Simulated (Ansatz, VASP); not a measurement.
## One calculation of Cd3O, two programs

INCAR

```
PREC     = Accurate       # precision mode
ENCUT    = 520            # plane-wave cutoff, eV
EDIFF    = 1E-7           # SCF threshold, eV
ISMEAR   = 0              # smearing method
SIGMA    = 0.1            # smearing width, eV
LREAL    = False          # projectors in reciprocal space
LASPH    = True           # aspherical terms in the spheres
NELM     = 100            # most SCF steps
ALGO     = Normal         # electronic algorithm
ISIF     = 2              # what is computed and relaxed
LWAVE    = False          # write WAVECAR
LCHARG   = True           # write CHGCAR
GGA      = PE             # functional
LELF     = True           # ELF
LVHAR    = True         
NBANDS   = 29             # bands
```

Contents of KPOINTS:

```
regular mesh
0
Gamma
  6 6 6
```

POSCAR

```
Cd3O
1.0
   -2.0717932475      2.0717932475      4.6279017995
    2.0717932475     -2.0717932475      4.6279017995
    2.0717932475      2.0717932475     -4.6279017995
Cd O
3 1
Direct
    0.5000000000      0.5000000000      0.0000000000
    0.2500000000      0.7500000000      0.5000000000
    0.7500000000      0.2500000000      0.5000000000
    0.0000000000      0.0000000000      0.0000000000
```

Input for Ansatz:

```yaml
crystal:
  lattice:
    - [-2.0717932475, 2.0717932475, 4.6279017995]
    - [2.0717932475, -2.0717932475, 4.6279017995]
    - [2.0717932475, 2.0717932475, -4.6279017995]
  atoms:
    - { symbol: Cd, position: [0.5, 0.5, 0.0] }
    - { symbol: Cd, position: [0.25, 0.75, 0.5] }
    - { symbol: Cd, position: [0.75, 0.25, 0.5] }
    - { symbol: O, position: [0.0, 0.0, 0.0] }
basis:
  ecutwfc: 420
kpoints:
  mp_grid: { grid: [6, 6, 6] }
hamiltonian:
  xc: pbe
scf:
  occupations: { method: gaussian, width: 0.1 }
  lower_state_search: "off"
output:
  forces: true
  stress: true
  eigenvalues: true
```

Alike in both runs: task single point; functional PBE; k mesh 6 × 6 × 6; occupations gaussian, width 0.1 eV; no spin polarisation.

|  | VASP | Ansatz |
| --- | --- | --- |
| version | VASP 6.6.1 | Ansatz 0.2.0 |
| potentials or method | VASP PAW PBE potentials, release 64 (Cd, O), cutoff 520 eV | scalar-relativistic, plane waves, PAW |
| valence electrons in the cell | 42 | 66 |

Ansatz gave:

- gap on the k mesh at the Fermi level (eV): none
- pressure (GPa): -4.9
- traceless stress, the component that is largest in VASP (GPa): 0.83

**Question.** Estimate VASP's values.

**Answer.** gap on the k mesh at the Fermi level (eV): none; pressure (GPa): -4.6; traceless stress, the component that is largest in VASP (GPa): 0.78.

A gap of «none» marks a metal or a gap that the smearing closes. VASP's potentials hold 42 valence electrons a cell and Ansatz's 66, so a difference there can come from the potentials and not from the codes.
